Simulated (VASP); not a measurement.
# Mg5CdS6 (P-3m1) in VASP: single point with PBE

Aim: the single point of Mg5CdS6 with PBE.

Program: VASP 6.6.1. These are calculated values, not measurements. Logs are shortened: lines on timing, memory, paths and dates and some standing lists are left out, and cuts for length are marked.

## (1) The cell of the first run

The structure is trigonal, space group P-3m1 (No. 164). Conventional cell: a = 3.895 Å, b = 3.895 Å, c = 19.080 Å, α = 90.00°, β = 90.00°, γ = 120.00°. Within 3.6 Å of Mg (site symmetry 3m) lie 6 S at 2.75 Å. Within 3.6 Å of Mg (site symmetry -3m) lie 6 S at 2.75 Å. Mg (site symmetry 3m) has 6 S at 2.75 Å within 3.6 Å. Cd (site symmetry -3m) has 6 S at 2.75 Å within 3.6 Å. S (site symmetry 3m) has 6 Mg at 2.75 Å within 3.6 Å. Within 3.6 Å of S (site symmetry 3m) lie 6 Mg at 2.75 Å. S (site symmetry 3m) has 3 Cd at 2.75 Å and 3 Mg at 2.75 Å within 3.6 Å.

## (2) Single point, PBE

The input, INCAR:

```
ALGO     = Normal         # electronic algorithm
EDIFF    = 1E-7           # SCF threshold, eV
ENCUT    = 520            # plane-wave cutoff, eV
GGA      = PE             # functional
ISIF     = 2              # what is computed and relaxed
ISMEAR   = 0              # smearing method
LASPH    = True           # aspherical terms in the spheres
LCHARG   = False          # write CHGCAR
LREAL    = False          # projectors in reciprocal space
LWAVE    = False          # write WAVECAR
NBANDS   = 41             # bands
NELM     = 80             # most SCF steps
PREC     = Accurate       # precision mode
SIGMA    = 0.1            # smearing width, eV
```

The input, KPOINTS:

```
k-points
0
Gamma
  6 6 1
```

The input, POSCAR:

```
Mg5CdS6
1.0
    3.8946679800      0.0000000000      0.0000000000
   -1.9473339900      3.3728814100      0.0000000000
    0.0000000000      0.0000000000     19.0798985100
Mg Cd S
5 1 6
Direct
    0.3333333300      0.6666666700      0.3333333300
    0.0000000000      0.0000000000      0.5000000000
    0.6666666700      0.3333333300      0.6666666700
    0.3333333300      0.6666666700      0.8333333300
    0.6666666700      0.3333333300      0.1666666700
    0.0000000000      0.0000000000      0.0000000000
    0.6666666700      0.3333333300      0.4166666700
    0.3333333300      0.6666666700      0.5833333300
    0.0000000000      0.0000000000      0.7500000000
    0.6666666700      0.3333333300      0.9166666700
    0.3333333300      0.6666666700      0.0833333300
    0.0000000000      0.0000000000      0.2500000000
```

Potentials or basis: VASP PAW PBE potentials, release 64 (Mg, Cd, S).

The run is started by

```sh
$ cat potpaw_PBE.64/Mg/POTCAR potpaw_PBE.64/Cd/POTCAR potpaw_PBE.64/S/POTCAR > POTCAR
$ mpirun -np 1 vasp_std > vasp.out
```

OUTCAR:

```text
EDIFF = 1E-7
   ENCUT = 520
   GGA = PE
   ISIF = 2
   ISMEAR = 0
   LASPH = True
   LREAL = False
   NELM = 80
   PREC = Accurate

 ion  position               nearest neighbor table
   1  0.333  0.667  0.333-  12 2.75  12 2.75  12 2.75   7 2.75   7 2.75   7 2.75
   2  0.000  0.000  0.500-   7 2.75   8 2.75   7 2.75   8 2.75   7 2.75   8 2.75
   3  0.667  0.333  0.667-   9 2.75   9 2.75   9 2.75   8 2.75   8 2.75   8 2.75
   4  0.333  0.667  0.833-   9 2.75   9 2.75   9 2.75  10 2.75  10 2.75  10 2.75
   5  0.667  0.333  0.167-  12 2.75  12 2.75  12 2.75  11 2.75  11 2.75  11 2.75
   6  0.000  0.000  0.000-  10 2.75  11 2.75  10 2.75  11 2.75  10 2.75  11 2.75
   7  0.667  0.333  0.417-   2 2.75   2 2.75   2 2.75   1 2.75   1 2.75   1 2.75
   8  0.333  0.667  0.583-   2 2.75   2 2.75   2 2.75   3 2.75   3 2.75   3 2.75
   9  0.000  0.000  0.750-   3 2.75   4 2.75   3 2.75   4 2.75   3 2.75   4 2.75
  10  0.667  0.333  0.917-   6 2.75   6 2.75   6 2.75   4 2.75   4 2.75   4 2.75
  11  0.333  0.667  0.083-   6 2.75   6 2.75   6 2.75   5 2.75   5 2.75   5 2.75
  12  0.000  0.000  0.250-   1 2.75   5 2.75   5 2.75   1 2.75   5 2.75   1 2.75

  LATTYP: Found a hexagonal cell.
 ALAT       =     3.8946679800
 C/A-ratio  =     4.8989794786

  Lattice vectors:

 A1 = (   3.8946679800,   0.0000000000,   0.0000000000)
 A2 = (  -1.9473339900,   3.3728814100,   0.0000000000)
 A3 = (   0.0000000000,   0.0000000000,  19.0798985100)

Analysis of symmetry for initial positions (statically):
=====================================================================
 Subroutine PRICEL returns:
 Original cell was already a primitive cell.

 Routine SETGRP: Setting up the symmetry group for a
 hexagonal supercell.

 Subroutine GETGRP returns: Found 12 space group operations
 (whereof 12 operations were pure point group operations)
 out of a pool of 24 trial point group operations.

The static configuration has the point symmetry D_3d.

Analysis of symmetry for dynamics (positions and initial velocities):
=====================================================================
 Subroutine PRICEL returns:
 Original cell was already a primitive cell.

 Routine SETGRP: Setting up the symmetry group for a
 hexagonal supercell.

 Subroutine GETGRP returns: Found 12 space group operations
 (whereof 12 operations were pure point group operations)
 out of a pool of 24 trial point group operations.

The dynamic configuration has the point symmetry D_3d.

 Subroutine INISYM returns: Found 12 space group operations
 (whereof 12 operations are pure point group operations),
 and found     1 'primitive' translations

----------------------------------------------------------------------------------------

                                     Primitive cell

  volume of cell :     250.6384

  direct lattice vectors                    reciprocal lattice vectors
     3.894667980  0.000000000  0.000000000     0.256761297  0.148241204  0.000000000
    -1.947333990  3.372881410  0.000000000     0.000000000  0.296482407  0.000000000
     0.000000000  0.000000000 19.079898510     0.000000000  0.000000000  0.052411180

  length of vectors
     3.894667980  3.894667980 19.079898510     0.296482407  0.296482407  0.052411180

  position of ions in fractional coordinates (direct lattice)
     0.333333330  0.666666670  0.333333330
     0.000000000  0.000000000  0.500000000
     0.666666670  0.333333330  0.666666670
     0.333333330  0.666666670  0.833333330
     0.666666670  0.333333330  0.166666670
     0.000000000  0.000000000  0.000000000
     0.666666670  0.333333330  0.416666670
     0.333333330  0.666666670  0.583333330
     0.000000000  0.000000000  0.750000000
     0.666666670  0.333333330  0.916666670
     0.333333330  0.666666670  0.083333330
     0.000000000  0.000000000  0.250000000

  ion indices of the primitive-cell ions
   primitive index   ion index
                 1           1
                 2           2
                 3           3
                 4           4
                 5           5
                 6           6
                 7           7
                 8           8
                 9           9
                10          10
                11          11
                12          12

----------------------------------------------------------------------------------------

 KPOINTS: k-points

Automatic generation of k-mesh.
 Grid dimensions read from file:
 generate k-points for:    6    6    1

 Generating k-lattice:

  Cartesian coordinates                     Fractional coordinates (reciprocal lattice)
     0.042793549  0.024706867  0.000000000     0.166666667  0.000000000  0.000000000
     0.000000000  0.049413735  0.000000000     0.000000000  0.166666667  0.000000000
     0.000000000  0.000000000  0.052411180     0.000000000  0.000000000  1.000000000

  Length of vectors
     0.049413735  0.049413735  0.052411180

  Shift w.r.t. Gamma in fractional coordinates (k-lattice)
     0.000000000  0.000000000  0.000000000

 Subroutine IBZKPT returns following result:
 ===========================================

 Found      7 irreducible k-points:

 Following reciprocal coordinates:
            Coordinates               Weight
  0.000000  0.000000  0.000000      1.000000
  0.166667  0.000000  0.000000      6.000000
  0.333333  0.000000  0.000000      6.000000
  0.500000  0.000000  0.000000      3.000000
  0.166667  0.166667  0.000000      6.000000
  0.333333  0.166667  0.000000     12.000000
  0.333333  0.333333  0.000000      2.000000
   k-points           NKPTS =      7   k-points in BZ     NKDIM =      7   number of bands    NBANDS=     41
   number of dos      NEDOS =    301   number of ions     NIONS =     12
   total plane-waves  NPLWV = 129600
   dimension x,y,z NGX =    30 NGY =   30 NGZ =  144
   dimension x,y,z NGXF=    60 NGYF=   60 NGZF=  288
   ions per type =               5   1   6
   NGX,Y,Z   is equivalent  to a cutoff of  12.81, 12.81, 12.55 a.u.
   NGXF,Y,Z  is equivalent  to a cutoff of  25.61, 25.61, 25.09 a.u.
 SYSTEM =  unknown system
   PREC   = accura    normal or accurate (medium, high low for compatibility)
   ISTART =      0    job   : 0-new  1-cont  2-samecut
   ICHARG =      2    charge: 1-file 2-atom 10-const
   ISPIN  =      1    spin polarized calculation?
   LNONCOLLINEAR =      F non collinear calculations
   LSORBIT =      F    spin-orbit coupling
   LASPH  =      T    aspherical Exc in radial PAW
   ENCUT  =  520.0 eV  38.22 Ry    6.18 a.u.   7.24  7.24 35.48*2*pi/ulx,y,z
   NELM   =     80;   NELMIN=  2; NELMDL= -5     # of ELM steps
   EDIFF  = 0.1E-06   stopping-criterion for ELM
   LREAL  =      F    real-space projection
   EDIFFG = 0.1E-05   stopping-criterion for IOM
   NSW    =      0    number of steps for IOM
   IBRION =     -1    ionic relax: 0-MD 1-quasi-New 2-CG
   NFREE  =      0    steps in history (QN), initial steepest desc. (CG)
   ISIF   =      2    stress and relaxation
   ISYM   =      2    0-nonsym 1-usesym 2-fastsym
   POTIM  = 0.5000    time-step for ionic-motion
   TEBEG  =    0.0;   TEEND  =   0.0 temperature during run
   PSTRESS=    0.0 pullay stress
   NELECT =      58.0000    total number of electrons
   NUPDOWN=      -1.0000    fix difference up-down
   EMIN   =  10.00;   EMAX   =-10.00  energy-range for DOS
   EFERMI =   0.00;   METHOD = LEGACY
   ISMEAR =     0;   SIGMA  =   0.10  broadening in eV -4-tet -1-fermi 0-gaus
   EFERMI_NEDOS =   21; number of points for ismear=-14 and -15
   IALGO  =     38    algorithm
   IMIX   =      4    mixing-type and parameters
     AMIX     =   0.40;   BMIX     =  1.00
     AMIX_MAG =   1.60;   BMIX_MAG =  1.00
  volume/ion in A,a.u.               =      20.89       140.95
  Fermi-wavevector in a.u.,A,eV,Ry     =   1.005082  1.899330 13.744476  1.010190
  Thomas-Fermi vector in A             =   2.137739
   LORBIT       =      0    0 simple, 1 ext, 2 COOP (PROOUT), +10 PAW based schemes
   GGA     = PE    functional components
   LHFCALC =     F    Hartree Fock is set to
   AEXX    =    0.0000 exact exchange contribution
   IVDW    =     0    specifies the selected vdW correction
   LEPSILON=     F    determine dielectric tensor
   LRPA    =     F    only Hartree local field effects (RPA)
 non-spin polarized calculation
 Gauss-broadening in eV      SIGMA  =   0.10
  energy-cutoff  :      520.00
  volume of cell :      250.64
 maximum number of plane-waves:      6833
 NGX is ok and might be reduce to    30
   NGX = 15   NGY = 15   NGZ = 71

 number of electron      58.0000003 magnetization

 Free energy of the ion-electron system (eV)
  ---------------------------------------------------
  ext. energy  EPLUGINS =         0.00000000
  ---------------------------------------------------
  free energy    TOTEN  =       -47.41325328 eV

  energy without entropy =      -47.41325328  energy(sigma->0) =      -47.41325328

 E-fermi :   2.9378     XC(G=0):  -9.2205

 val. band max:        2.4672191029   @ k =   0.0000   0.0000   0.0000
 cond. band min:       4.2696004326   @ k =   0.5000   0.0000   0.0000
 fundamental gap:      1.8023813297
 Fermi energy:         2.9378492005

 k-point     1 :       0.0000    0.0000    0.0000
  band No.  band energies     occupation
      1      -9.5898      2.00000
      2      -9.3627      2.00000
      3      -9.3074      2.00000
      4      -8.8905      2.00000
      5      -8.8686      2.00000
      6      -8.5969      2.00000
[... 33 lines left out ...]
     40       9.4656      0.00000
     41       9.4657      0.00000

 k-point     2 :       0.1667    0.0000    0.0000
  band No.  band energies     occupation
      1      -9.4080      2.00000
      2      -9.1978      2.00000
      3      -9.1589      2.00000
      4      -8.8041      2.00000
      5      -8.7487      2.00000
      6      -8.5220      2.00000
[... 214 lines left out ...]
      1      -8.6100      2.00000
      2      -8.6100      2.00000
      3      -8.3640      2.00000
      4      -8.3640      2.00000
      5      -8.3617      2.00000
      6      -8.3616      2.00000
[... 33 lines left out ...]
     40       9.3545      0.00000
     41       9.3545      0.00000

------------------------ aborting loop because EDIFF is reached ----------------------------------------

  FORCE on cell =-STRESS in cart. coord.  units (eV):
  Direction    XX          YY          ZZ          XY          YZ          ZX
  --------------------------------------------------------------------------------------
  -------------------------------------------------------------------------------------
  Total      -11.1126140    -11.1126140    -11.2626199     -0.0000000     -0.0000000     -0.0000000
  in kB      -71.0361212    -71.0361212    -71.9950170     -0.0000000     -0.0000000     -0.0000000
  external PRESSURE =     -71.3557531 kB  Pullay stress =       0.0000000 kB

 VOLUME and BASIS-vectors are now :
 -----------------------------------------------------------------------------
  energy-cutoff  :      520.00
  volume of cell :      250.64
      direct lattice vectors                 reciprocal lattice vectors
     3.894667980  0.000000000  0.000000000     0.256761297  0.148241204  0.000000000
    -1.947333990  3.372881410  0.000000000     0.000000000  0.296482407  0.000000000
     0.000000000  0.000000000 19.079898510     0.000000000  0.000000000  0.052411180

 POSITION                                       TOTAL-FORCE (eV/Angst)
 -----------------------------------------------------------------------------------
     -0.00000      2.24859      6.35997        -0.000000      0.000000     -0.002712
      0.00000      0.00000      9.53995        -0.000000      0.000000      0.000000
      1.94733      1.12429     12.71993        -0.000000     -0.000000      0.002712
     -0.00000      2.24859     15.89992        -0.000000     -0.000000     -0.048442
      1.94733      1.12429      3.17998        -0.000000      0.000000      0.048442
      0.00000      0.00000      0.00000        -0.000000      0.000000      0.000000
      1.94733      1.12429      7.94996         0.000000      0.000000      0.000428
     -0.00000      2.24859     11.12994        -0.000000      0.000000     -0.000428
      0.00000      0.00000     14.30992        -0.000000      0.000000     -0.004929
      1.94733      1.12429     17.48991        -0.000000     -0.000000     -0.586377
     -0.00000      2.24859      1.58999         0.000000      0.000000      0.586377
      0.00000      0.00000      4.76997        -0.000000      0.000000      0.004929
 -----------------------------------------------------------------------------------
    total drift:                                0.000000     -0.000000     -0.000000

  FREE ENERGIE OF THE ION-ELECTRON SYSTEM (eV)
  ---------------------------------------------------
  free  energy   TOTEN  =       -47.4132532783 eV

  energy  without entropy=      -47.4132532783  energy(sigma->0) =      -47.41325328
```

Wall time 60 s (1 thread of Intel Xeon 6975P-C (Granite Rapids), shared host); peak memory 0.38 GiB.

Results:

```
Free energy            : -47.4133 eV
Pressure               : -7.1 GPa
Largest force          : 0.586 eV/Å
Band gap on the k mesh : 1.80 eV, indirect (least direct gap 2.10 eV)
```

Forces on the atoms (eV/Å):
```
Mg   0.000  0.000 -0.003
Mg   0.000  0.000  0.000
Mg   0.000  0.000  0.003
Mg   0.000  0.000 -0.048
Mg   0.000  0.000  0.048
Cd   0.000  0.000  0.000
S    0.000  0.000  0.000
S    0.000  0.000  0.000
S    0.000  0.000 -0.005
S    0.000  0.000 -0.586
S    0.000  0.000  0.586
S    0.000  0.000  0.005
```

A k mesh can miss the band edges. PBE gaps usually lie below the measured ones, often by a third to a half.
